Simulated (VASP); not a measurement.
# Al4B3Sb in VASP: notebook, part 3 of 3

VASP 6.6.1.

**4. Single point, PBE**

This run uses another cell than the first one, of 14.10 Å³/atom.

The input, INCAR:

```
SYSTEM = Al4B3Sb
PREC = Accurate
ENCUT = 520
EDIFF = 1E-6
ISMEAR = 0
SIGMA = 0.1
LREAL = .False.
LASPH = .True.
NELM = 100
ALGO = Normal
ISIF = 2
LWAVE = .False.
LCHARG = .False.
GGA = PE
NBANDS = 23
```

The input, KPOINTS:

```
regular mesh
0
Gamma
  6 6 2
  0 0 0
```

The input, POSCAR:

```
Al4B3Sb
1.0
    3.2514098838      0.0000000000      0.0013934992
    0.0000000000      3.0020316552      0.0000000000
   -0.0102220197      0.0000000000     11.5587906097
Al B Sb
4 3 1
Direct
    0.4995490912      0.5000000000      0.5155359972
   -0.0000554864      0.5000000000      0.8484311696
    0.4996026517      0.0000000000      0.7022979207
   -0.0004905712      0.0000000000      0.0675571681
    0.4997652527      0.5000000000      0.9907709874
   -0.0003467164      0.5000000000      0.6544196982
    0.4998827482      0.0000000000      0.9096543160
    1.0020930102      0.0000000000      0.3113317528
```

Potentials or basis: VASP PAW PBE potentials, release 64 (Al, B, Sb).

Run with:

```console
> cat potpaw_PBE.64/Al/POTCAR potpaw_PBE.64/B/POTCAR potpaw_PBE.64/Sb/POTCAR > POTCAR
> mpirun -np 1 vasp_std > vasp.out
```

OUTCAR:

```text
SYSTEM = Al4B3Sb
   PREC = Accurate
   ENCUT = 520
   EDIFF = 1E-6
   ISMEAR = 0
   LREAL = .False.
   LASPH = .True.
   NELM = 100
   ISIF = 2
   GGA = PE

 ion  position               nearest neighbor table
   1  0.500  0.500  0.516-   6 2.28   6 2.29   3 2.63   3 2.63   8 3.23   8 3.23   8 3.24   8 3.24

   2  1.000  0.500  0.848-   6 2.24   5 2.31   5 2.31   7 2.32   7 2.32   7 2.32   7 2.32   3 2.78
                             3 2.78   3 2.78   3 2.78   4 2.94   4 2.94
   3  0.500  0.000  0.702-   6 2.28   6 2.28   6 2.28   6 2.28   7 2.40   1 2.63   1 2.63   2 2.78
                             2 2.78   2 2.78   2 2.78
   4  1.000  0.000  0.068-   5 2.38   5 2.38   5 2.38   5 2.38   7 2.44   7 2.45   8 2.82   2 2.94
                             2 2.94
   5  0.500  0.500  0.991-   7 1.77   7 1.77   2 2.31   2 2.31   4 2.38   4 2.38   4 2.38   4 2.38

   6  1.000  0.500  0.654-   2 2.24   3 2.28   3 2.28   3 2.28   3 2.28   1 2.28   1 2.29
   7  0.500  0.000  0.910-   5 1.77   5 1.77   2 2.32   2 2.32   2 2.32   2 2.32   3 2.40   4 2.44
                             4 2.45
   8  0.002  0.000  0.311-   4 2.82   1 3.23   1 3.23   1 3.24   1 3.24

  LATTYP: Found a simple monoclinic cell.
 ALAT       =     3.2514101824
 B/A-ratio  =     0.9233014252
 C/A-ratio  =     3.5550098207
 COS(beta)  =    -0.0004557670

  Lattice vectors:

 A1 = (   3.2514098838,   0.0000000000,   0.0013934992)
 A2 = (   0.0000000000,   3.0020316552,   0.0000000000)
 A3 = (  -0.0102220197,   0.0000000000,  11.5587906097)

Analysis of symmetry for initial positions (statically):
=====================================================================
 Subroutine PRICEL returns:
 Original cell was already a primitive cell.

 Routine SETGRP: Setting up the symmetry group for a
 simple monoclinic supercell.

 Subroutine GETGRP returns: Found  2 space group operations
 (whereof  2 operations were pure point group operations)
 out of a pool of  4 trial point group operations.

The static configuration has the point symmetry C_1h.

Analysis of symmetry for dynamics (positions and initial velocities):
[... 151 lines left out ...]
   IVDW    =     0    specifies the selected vdW correction
   LEPSILON=     F    determine dielectric tensor
   LRPA    =     F    only Hartree local field effects (RPA)
 non-spin polarized calculation
 Gauss-broadening in eV      SIGMA  =   0.10
  energy-cutoff  :      520.00
  volume of cell :      112.82
 maximum number of plane-waves:      3080
   NGX = 13   NGY = 11   NGZ = 43

 number of electron      25.9999999 magnetization

 Free energy of the ion-electron system (eV)
  ---------------------------------------------------
  ext. energy  EPLUGINS =         0.00000000
  ---------------------------------------------------
  free energy    TOTEN  =       -37.49590847 eV

  energy without entropy =      -37.48467349  energy(sigma->0) =      -37.49029098

 E-fermi :   8.0075     XC(G=0): -10.4933

 val. band max:        8.0051045012   @ k =   0.3333   0.3333   0.0000
 cond. band min:       8.0528090939   @ k =   0.0000   0.5000   0.0000
 fundamental gap:      0.0477045927
 Fermi energy:         8.0074571095

 k-point     1 :       0.0000    0.0000    0.0000
  band No.  band energies     occupation
      1      -5.9695      2.00000
      2      -4.0505      2.00000
      3      -3.7186      2.00000
      4      -0.6370      2.00000
      5       0.8040      2.00000
      6       4.4995      2.00000
[... 613 lines left out ...]
     22      13.4245      0.00000
     23      14.3847      0.00000

 [... further k-points ...]

------------------------ aborting loop because EDIFF is reached ----------------------------------------

  FORCE on cell =-STRESS in cart. coord.  units (eV):
  Direction    XX          YY          ZZ          XY          YZ          ZX
  --------------------------------------------------------------------------------------
  -------------------------------------------------------------------------------------
  Total       -0.0508057      0.0185670     -0.0185151      0.0000000      0.0000000      0.0061283
  in kB       -0.7214782      0.2636650     -0.2629284      0.0000000      0.0000000      0.0870260
  external PRESSURE =      -0.2402472 kB  Pullay stress =       0.0000000 kB

 VOLUME and BASIS-vectors are now :
 -----------------------------------------------------------------------------
  energy-cutoff  :      520.00
  volume of cell :      112.82
      direct lattice vectors                 reciprocal lattice vectors
     3.251409884  0.000000000  0.001393499     0.307558769  0.000000000  0.000271990
     0.000000000  3.002031655  0.000000000     0.000000000  0.333107747  0.000000000
    -0.010222020  0.000000000 11.558790610    -0.000037079  0.000000000  0.086514209

 POSITION                                       TOTAL-FORCE (eV/Angst)
 -----------------------------------------------------------------------------------
      1.61897      1.50102      5.95967        -0.000196      0.000000     -0.001581
      3.24256      1.50102      9.80823        -0.003939      0.000000      0.010717
      1.61723      0.00000      8.11841         0.002151      0.000000      0.000419
      3.24912      0.00000      0.78227         0.002683      0.000000     -0.013578
      1.61481      1.50102     11.45281         0.003111      0.000000     -0.029540
      3.24359      1.50102      7.56569         0.000302      0.000000     -0.003443
      1.61603      0.00000     10.51520        -0.001946      0.000000      0.028358
      0.00362      0.00000      3.59862        -0.002167      0.000000      0.008649
 -----------------------------------------------------------------------------------
    total drift:                                0.000047      0.000000      0.000684

  FREE ENERGIE OF THE ION-ELECTRON SYSTEM (eV)
  ---------------------------------------------------
  free  energy   TOTEN  =       -37.4959084660 eV

  energy  without entropy=      -37.4846734885  energy(sigma->0) =      -37.49029098
```

OSZICAR:

```text
N       E                     dE             d eps       ncg     rms          rms(c)
DAV:   1     0.553751454931E+02    0.55375E+02   -0.97134E+03  1472   0.932E+02
DAV:   2    -0.371670763748E+02   -0.92542E+02   -0.87227E+02  1882   0.152E+02
DAV:   3    -0.429712803864E+02   -0.58042E+01   -0.56767E+01  1924   0.369E+01
DAV:   4    -0.430657653685E+02   -0.94485E-01   -0.94417E-01  1817   0.512E+00
DAV:   5    -0.430677989018E+02   -0.20335E-02   -0.20334E-02  1967   0.807E-01    0.917E+00
DAV:   6    -0.379174414714E+02    0.51504E+01   -0.37378E+01  1843   0.196E+01    0.418E+00
DAV:   7    -0.375288820235E+02    0.38856E+00   -0.53599E+00  1755   0.900E+00    0.210E+00
DAV:   8    -0.375059443643E+02    0.22938E-01   -0.37269E-01  1845   0.293E+00    0.128E+00
DAV:   9    -0.374973457618E+02    0.85986E-02   -0.39099E-02  1806   0.107E+00    0.581E-01
DAV:  10    -0.374961804680E+02    0.11653E-02   -0.91094E-03  1832   0.506E-01    0.182E-01
DAV:  11    -0.374959213521E+02    0.25912E-03   -0.18086E-03  1836   0.224E-01    0.852E-02
DAV:  12    -0.374959014501E+02    0.19902E-04   -0.21324E-04  1821   0.851E-02    0.424E-02
DAV:  13    -0.374959084076E+02   -0.69575E-05   -0.47103E-05  1822   0.340E-02    0.145E-02
DAV:  14    -0.374959084660E+02   -0.58367E-07   -0.80696E-06  1780   0.131E-02
   1 F= -.37495908E+02 E0= -.37490291E+02  d E =-.112350E-01
```

stdout:

```text
POSCAR found type information on POSCAR AlB Sb
 POSCAR found :  3 types and       8 ions
 scaLAPACK will be used
 LDA part: xc-table for (Slater+PW92), standard interpolation
 POSCAR, INCAR and KPOINTS ok, starting setup
 FFT: planning ... GRIDC
 FFT: planning ... GRID_SOFT
 FFT: planning ... GRID
 WAVECAR not read
 entering main loop
```

Run time: 98 s. Hardware: 1 thread of Intel Xeon 8259CL, shared host; peak memory 0.26 GiB.

Results:

* Free energy: -37.4959 eV
* Pressure: 0.0 GPa
* Largest force: 0.030 eV/Å
* Band gap on the k mesh: zero (bands 13 and 14 overlap by 3.78 eV)

Forces in eV/Å, atoms in the order of the input:
```
Al   0.000  0.000 -0.002
Al  -0.004  0.000  0.011
Al   0.002  0.000  0.000
Al   0.003  0.000 -0.014
B    0.003  0.000 -0.030
B    0.000  0.000 -0.003
B   -0.002  0.000  0.028
Sb  -0.002  0.000  0.009
```

Caveat: spin-orbit coupling is left out, which moves the levels of the heavy elements.

**5. Overview**

| task | cell | k mesh | cutoff (eV) | gap on the mesh (eV) | pressure (GPa) | largest force (eV/Å) |
| --- | --- | --- | --- | --- | --- | --- |
| single point | a = 3.072, b = 3.260, c = 11.119 Å, 8 atoms, atomic positions A | 10 × 10 × 4 | 520 | none | 0.0 | 0.02 |
| relaxation of cell and atoms | relaxed from a = 3.280, b = 3.086, c = 10.936 Å, angles 90.0, 90.1, 90.0°, 8 atoms, atomic positions B | 6 × 6 × 2 | 600 | none | -0.1 | 0.04 |
| single point | a = 3.251, b = 3.002, c = 11.559 Å, 8 atoms, atomic positions C | 6 × 6 × 2 | 520 | none | 0.0 | 0.03 |

Alike in all rows: level PBE; potentials or basis VASP PAW PBE potentials, release 64 (Al, B, Sb); no spin polarisation; smearing gaussian 0.1 eV.

Caveats: spin-orbit coupling is left out, which moves the levels of the heavy elements.

Total energies depend on the potentials used, so only differences within one code and one set of settings carry meaning.
